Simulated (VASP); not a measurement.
# SnO in VASP: single point with r2SCAN

Aim: the single point of SnO with r2SCAN.

Everything below comes from runs of VASP 6.6.1. Logs are shortened: lines on timing, memory, paths and dates and some standing lists are left out, and cuts for length are marked.

## Step 1: The cell of the first run

The typed cell holds 8 atoms: a = 3.773 Å, b = 3.773 Å, c = 9.252 Å, α = 90.00°, β = 90.00°, γ = 90.00°.

## Step 2: Single point, r2SCAN

Input file POSCAR:

```
SnO
1.0
    2.6677850118     -2.6677914328      0.0000000000
    2.6677850118      2.6677914328      0.0000000000
    0.0000000000      0.0000000000      9.2516439470
Sn O
4 4
Direct
    0.7500234922      0.2499765078      0.8737345058
    0.2499765078      0.7500234922      0.1262654942
    0.7499765078      0.2500234922      0.3737345058
    0.2500234922      0.7499765078      0.6262654942
    0.2499722528      0.2500277472      0.2500000000
    0.7500277472      0.7499722528      0.7500000000
    0.2500277472      0.2499722528      0.7500000000
    0.7499722528      0.7500277472      0.2500000000
```

Input file INCAR.step1:

```
SYSTEM = SnO
  PREC = Accurate
  ENCUT = 520
  ISMEAR = 0
  SIGMA = 0.02
  LREAL = .FALSE.
  LASPH = .TRUE.
  NELM = 100
  NBANDS = 50
  GGA = PE
  ALGO = Normal
  EDIFF = 1E-4
  LWAVE = .TRUE.
  LCHARG = .FALSE.
```

Input file INCAR.step2:

```
SYSTEM = SnO
  PREC = Accurate
  ENCUT = 520
  EDIFF = 1E-7
  ISMEAR = 0
  SIGMA = 0.02
  LREAL = .FALSE.
  LASPH = .TRUE.
  NELM = 100
  ALGO = Normal
  ISIF = 2
  LWAVE = .FALSE.
  LCHARG = .FALSE.
  METAGGA = R2SCAN
  LMIXTAU = .TRUE.
  NBANDS = 50
  ISTART = 1
```

Input file KPOINTS:

```
regular mesh
0
G
  10 10 4
  0 0 0
```

Potentials or basis: VASP PAW PBE potentials, release 64 (Sn_d, O).

Started as:

```bash
$ cat potpaw_PBE.64/Sn_d/POTCAR potpaw_PBE.64/O/POTCAR > POTCAR
$ cp INCAR.step1 INCAR
$ mpirun -np 1 vasp_std > vasp.out
$ cp INCAR.step2 INCAR
$ mpirun -np 1 vasp_std > vasp.out
```

OUTCAR:

```text
SYSTEM = SnO
   PREC = Accurate
   ENCUT = 520
   EDIFF = 1E-7
   ISMEAR = 0
   LREAL = .FALSE.
   LASPH = .TRUE.
   NELM = 100
   ISIF = 2
   METAGGA = R2SCAN
   ISTART = 1

 ion  position               nearest neighbor table
   1  0.750  0.250  0.874-   6 2.21   7 2.21   7 2.21   6 2.21   4 3.52   4 3.52   4 3.52   4 3.52
                             2 3.55   2 3.55   2 3.55   2 3.55
   2  0.250  0.750  0.126-   5 2.21   8 2.21   5 2.21   8 2.21   3 3.52   3 3.52   3 3.52   3 3.52
                             1 3.55   1 3.55   1 3.55   1 3.55
   3  0.750  0.250  0.374-   5 2.21   8 2.21   8 2.21   5 2.21   2 3.52   2 3.52   2 3.52   2 3.52
                             4 3.55   4 3.55   4 3.55   4 3.55
   4  0.250  0.750  0.626-   6 2.21   7 2.21   6 2.21   7 2.21   1 3.52   1 3.52   1 3.52   1 3.52
                             3 3.55   3 3.55   3 3.55   3 3.55
   5  0.250  0.250  0.250-   2 2.21   3 2.21   3 2.21   2 2.21
   6  0.750  0.750  0.750-   1 2.21   4 2.21   1 2.21   4 2.21
   7  0.250  0.250  0.750-   1 2.21   4 2.21   4 2.21   1 2.21
   8  0.750  0.750  0.250-   2 2.21   3 2.21   2 2.21   3 2.21

  LATTYP: Found a simple tetragonal cell.
 ALAT       =     3.7728222855
 C/A-ratio  =     2.4521812179

  Lattice vectors:

 A1 = (   2.6677850118,  -2.6677914328,   0.0000000000)
 A2 = (   2.6677850118,   2.6677914328,   0.0000000000)
 A3 = (   0.0000000000,   0.0000000000,   9.2516439470)

Analysis of symmetry for initial positions (statically):
=====================================================================
 Subroutine PRICEL returns:
 Original cell was already a primitive cell.

 Routine SETGRP: Setting up the symmetry group for a
 simple tetragonal supercell.

 Subroutine GETGRP returns: Found  8 space group operations
 (whereof  4 operations were pure point group operations)
 out of a pool of 16 trial point group operations.

The static configuration has the point symmetry C_2h.
 The point group associated with its full space group is D_2h.

Analysis of symmetry for dynamics (positions and initial velocities):
=====================================================================
 Subroutine PRICEL returns:
 Original cell was already a primitive cell.

 Routine SETGRP: Setting up the symmetry group for a
 simple tetragonal supercell.

 Subroutine GETGRP returns: Found  8 space group operations
 (whereof  4 operations were pure point group operations)
 out of a pool of 16 trial point group operations.

The dynamic configuration has the point symmetry C_2h.
 The point group associated with its full space group is D_2h.

 Subroutine INISYM returns: Found  8 space group operations
 (whereof  4 operations are pure point group operations),
 and found     1 'primitive' translations

----------------------------------------------------------------------------------------

                                     Primitive cell

  volume of cell :     131.6896

  direct lattice vectors                    reciprocal lattice vectors
     2.667785012 -2.667791433  0.000000000     0.187421399 -0.187420948  0.000000000
     2.667785012  2.667791433  0.000000000     0.187421399  0.187420948  0.000000000
     0.000000000  0.000000000  9.251643947     0.000000000  0.000000000  0.108088898

  length of vectors
     3.772822286  3.772822286  9.251643947     0.265053566  0.265053566  0.108088898

  position of ions in fractional coordinates (direct lattice)
     0.750023492  0.249976508  0.873734506
     0.249976508  0.750023492  0.126265494
     0.749976508  0.250023492  0.373734506
     0.250023492  0.749976508  0.626265494
     0.249972253  0.250027747  0.250000000
     0.750027747  0.749972253  0.750000000
     0.250027747  0.249972253  0.750000000
     0.749972253  0.750027747  0.250000000

  ion indices of the primitive-cell ions
   primitive index   ion index
                 1           1
                 2           2
                 3           3
                 4           4
                 5           5
                 6           6
                 7           7
                 8           8

----------------------------------------------------------------------------------------

 KPOINTS: regular mesh

Automatic generation of k-mesh.
 Grid dimensions read from file:
 generate k-points for:   10   10    4

 Generating k-lattice:

  Cartesian coordinates                     Fractional coordinates (reciprocal lattice)
     0.018742140 -0.018742095  0.000000000     0.100000000  0.000000000  0.000000000
     0.018742140  0.018742095  0.000000000     0.000000000  0.100000000  0.000000000
     0.000000000  0.000000000  0.027022225     0.000000000  0.000000000  0.250000000

  Length of vectors
     0.026505357  0.026505357  0.027022225

  Shift w.r.t. Gamma in fractional coordinates (k-lattice)
     0.000000000  0.000000000  0.000000000

 Subroutine IBZKPT returns following result:
 ===========================================

 Found     93 irreducible k-points:

 Following reciprocal coordinates:
            Coordinates               Weight
  0.000000  0.000000  0.000000      1.000000
  0.100000 -0.000000  0.000000      4.000000
  0.200000 -0.000000  0.000000      4.000000
  0.300000  0.000000  0.000000      4.000000
  0.400000  0.000000  0.000000      4.000000
  0.500000  0.000000  0.000000      2.000000
[... 16 lines left out ...]
  0.300000  0.300000  0.000000      2.000000
 -0.300000  0.300000  0.000000      2.000000
 [... further k-points ...]
   k-points           NKPTS =     93   k-points in BZ     NKDIM =     93   number of bands    NBANDS=     50
   number of dos      NEDOS =    301   number of ions     NIONS =      8
   total plane-waves  NPLWV =  54880
   dimension x,y,z NGX =    28 NGY =   28 NGZ =   70
   dimension x,y,z NGXF=    56 NGYF=   56 NGZF=  140
   ions per type =               4   4
   NGX,Y,Z   is equivalent  to a cutoff of  12.34, 12.34, 12.58 a.u.
   NGXF,Y,Z  is equivalent  to a cutoff of  24.68, 24.68, 25.16 a.u.
 SYSTEM =  SnO
   PREC   = accura    normal or accurate (medium, high low for compatibility)
   ISTART =      1    job   : 0-new  1-cont  2-samecut
   ICHARG =      0    charge: 1-file 2-atom 10-const
   ISPIN  =      1    spin polarized calculation?
   LNONCOLLINEAR =      F non collinear calculations
   LSORBIT =      F    spin-orbit coupling
   LASPH  =      T    aspherical Exc in radial PAW
   ENCUT  =  520.0 eV  38.22 Ry    6.18 a.u.   7.01  7.01 17.20*2*pi/ulx,y,z
   NELM   =    100;   NELMIN=  2; NELMDL=  0     # of ELM steps
   EDIFF  = 0.1E-06   stopping-criterion for ELM
   LREAL  =      F    real-space projection
   EDIFFG = 0.1E-05   stopping-criterion for IOM
   NSW    =      0    number of steps for IOM
   IBRION =     -1    ionic relax: 0-MD 1-quasi-New 2-CG
   NFREE  =      0    steps in history (QN), initial steepest desc. (CG)
   ISIF   =      2    stress and relaxation
   ISYM   =      2    0-nonsym 1-usesym 2-fastsym
   POTIM  = 0.5000    time-step for ionic-motion
   TEBEG  =    0.0;   TEEND  =   0.0 temperature during run
   PSTRESS=    0.0 pullay stress
   NELECT =      80.0000    total number of electrons
   NUPDOWN=      -1.0000    fix difference up-down
   EMIN   =  10.00;   EMAX   =-10.00  energy-range for DOS
   EFERMI =   0.00;   METHOD = LEGACY
   ISMEAR =     0;   SIGMA  =   0.02  broadening in eV -4-tet -1-fermi 0-gaus
   EFERMI_NEDOS =   21; number of points for ismear=-14 and -15
   IALGO  =     38    algorithm
   IMIX   =      4    mixing-type and parameters
     AMIX     =   0.40;   BMIX     =  1.00
     AMIX_MAG =   1.60;   BMIX_MAG =  1.00
  volume/ion in A,a.u.               =      16.46       111.09
  Fermi-wavevector in a.u.,A,eV,Ry     =   1.386503  2.620112 26.155729  1.922392
  Thomas-Fermi vector in A             =   2.510813
   LORBIT       =      0    0 simple, 1 ext, 2 COOP (PROOUT), +10 PAW based schemes
   METAGGA = R2SCAN    functional components
   LHFCALC =     F    Hartree Fock is set to
   AEXX    =    0.0000 exact exchange contribution
   IVDW    =     0    specifies the selected vdW correction
   LEPSILON=     F    determine dielectric tensor
   LRPA    =     F    only Hartree local field effects (RPA)
 non-spin polarized calculation
 Gauss-broadening in eV      SIGMA  =   0.02
  energy-cutoff  :      520.00
  volume of cell :      131.69
 maximum number of plane-waves:      3580
   NGX = 15   NGY = 15   NGZ = 35

 number of electron      80.0000011 magnetization

 Free energy of the ion-electron system (eV)
  ---------------------------------------------------
  ext. energy  EPLUGINS =         0.00000000
  ---------------------------------------------------
  free energy    TOTEN  =      -133.70249333 eV

  energy without entropy =     -133.70238038  energy(sigma->0) =     -133.70243686

 E-fermi :   8.0184     XC(G=0): -11.3227

 val. band max:        8.0103389431   @ k =   0.1000  -0.0000   0.0000
 cond. band min:       8.0337739960   @ k =   0.0000   0.0000   0.0000
 fundamental gap:      0.0234350528
 Fermi energy:         8.0184471769

 k-point     1 :       0.0000    0.0000    0.0000
  band No.  band energies     occupation
      1     -15.1726      2.00000
      2     -15.1431      2.00000
      3     -14.5775      2.00000
      4     -14.5526      2.00000
      5     -14.5526      2.00000
      6     -14.5470      2.00000
[... 42 lines left out ...]
     49      14.4099      0.00000
     50      14.4099      0.00000

 k-point     2 :       0.1000   -0.0000    0.0000
  band No.  band energies     occupation
      1     -15.1664      2.00000
      2     -15.1401      2.00000
      3     -14.6055      2.00000
      4     -14.5606      2.00000
      5     -14.5573      2.00000
      6     -14.5507      2.00000
[... 42 lines left out ...]
     49      14.1597      0.00000
     50      14.4574      0.00000

 k-point     3 :       0.2000   -0.0000    0.0000
  band No.  band energies     occupation
      1     -15.1488      2.00000
      2     -15.1318      2.00000
      3     -14.7497      2.00000
      4     -14.6964      2.00000
      5     -14.5445      2.00000
      6     -14.5421      2.00000
[... 1102 lines left out ...]
     49      14.2683      0.00000
     50      15.3295      0.00000

 k-point    24 :      -0.3000    0.3000    0.0000
  band No.  band energies     occupation
      1     -15.1140      2.00000
      2     -15.1006      2.00000
      3     -14.9775      2.00000
      4     -14.9759      2.00000
      5     -14.5382      2.00000
      6     -14.5290      2.00000
[... 42 lines left out ...]
     49      14.2682      0.00000
     50      15.3295      0.00000

 [... further k-points ...]
[... 5 lines left out ...]
  --------------------------------------------------------------------------------------
  -------------------------------------------------------------------------------------
  Total        3.0506884      3.0502956      2.9982047      0.0000000      0.0000000      0.0000000
  in kB       37.1156294     37.1108496     36.4770959      0.0000000      0.0000000      0.0000000
  external PRESSURE =      36.9011916 kB  Pullay stress =       0.0000000 kB

 VOLUME and BASIS-vectors are now :
 -----------------------------------------------------------------------------
  energy-cutoff  :      520.00
  volume of cell :      131.69
      direct lattice vectors                 reciprocal lattice vectors
     2.667785012 -2.667791433  0.000000000     0.187421399 -0.187420948  0.000000000
     2.667785012  2.667791433  0.000000000     0.187421399  0.187420948  0.000000000
     0.000000000  0.000000000  9.251643947     0.000000000  0.000000000  0.108088898

 POSITION                                       TOTAL-FORCE (eV/Angst)
 -----------------------------------------------------------------------------------
      2.66779     -1.33402      8.08348         0.000000      0.000052      0.156771
      2.66779      1.33402      1.16816         0.000000     -0.000052     -0.156771
      2.66779     -1.33377      3.45766         0.000000     -0.000052      0.156771
      2.66779      1.33377      5.79399         0.000000      0.000052     -0.156771
      1.33389      0.00015      2.31291         0.000000     -0.000205      0.000000
      4.00168     -0.00015      6.93873         0.000000      0.000205      0.000000
      1.33389     -0.00015      6.93873         0.000000      0.000205      0.000000
      4.00168      0.00015      2.31291         0.000000     -0.000205      0.000000
 -----------------------------------------------------------------------------------
    total drift:                                0.000000     -0.000000      0.000000

  FREE ENERGIE OF THE ION-ELECTRON SYSTEM (eV)
  ---------------------------------------------------
  free  energy   TOTEN  =      -133.7024933344 eV

  energy  without entropy=     -133.7023803835  energy(sigma->0) =     -133.70243686
```

Run time: 32 min. Hardware: 1 thread of Intel Xeon 6975P-C, shared host; peak memory 0.55 GiB.

Results:

| Item | Value |
| --- | --- |
| Free energy | -133.7025 eV |
| Pressure | 3.7 GPa |
| Largest force | 0.157 eV/Å |
| Band gap on the k mesh | zero (band 40 reaches 8.03 eV, above the bottom of band 41 at 7.80 eV) |

Forces in eV/Å, atoms in the order of the input:
```
Sn   0.000  0.000  0.157
Sn   0.000  0.000 -0.157
Sn   0.000  0.000  0.157
Sn   0.000  0.000 -0.157
O    0.000  0.000  0.000
O    0.000  0.000  0.000
O    0.000  0.000  0.000
O    0.000  0.000  0.000
```

Levels at points of the mesh, in eV from the Fermi level:
| k point | band 36 | band 37 | band 38 | band 39 | band 40 | band 41 | band 42 | band 43 | band 44 | band 45 |
| --- | --- | --- | --- | --- | --- | --- | --- | --- | --- | --- |
| (0.00, 0.00, 0.00) | -3.79 | -3.79 | -2.69 | -2.69 | 0.02 | 1.95 | 2.63 | 2.71 | 2.71 | 3.60 |
| (0.50, 0.00, 0.00) | -5.48 | -3.28 | -3.28 | -2.15 | -2.15 | 3.03 | 3.03 | 3.73 | 3.73 | 5.45 |
| (0.50, 0.50, 0.00) | -3.10 | -3.10 | -3.10 | -2.23 | -2.23 | -0.22 | -0.22 | 2.25 | 2.25 | 4.81 |
| (0.00, 0.00, 0.50) | -3.80 | -3.80 | -3.80 | -0.52 | -0.52 | 1.94 | 1.94 | 3.39 | 3.39 | 3.39 |
| (0.50, 0.00, 0.50) | -5.51 | -2.66 | -2.66 | -2.66 | -2.66 | 3.37 | 3.37 | 3.37 | 3.37 | 5.75 |
| (0.50, 0.50, 0.50) | -3.10 | -2.77 | -2.77 | -2.77 | -2.77 | 0.78 | 0.78 | 0.78 | 0.78 | 5.55 |

Caveat: the PAW data sets were made with another functional, which shifts forces and pressure a little; spin-orbit coupling is left out, which moves the levels of the heavy elements.
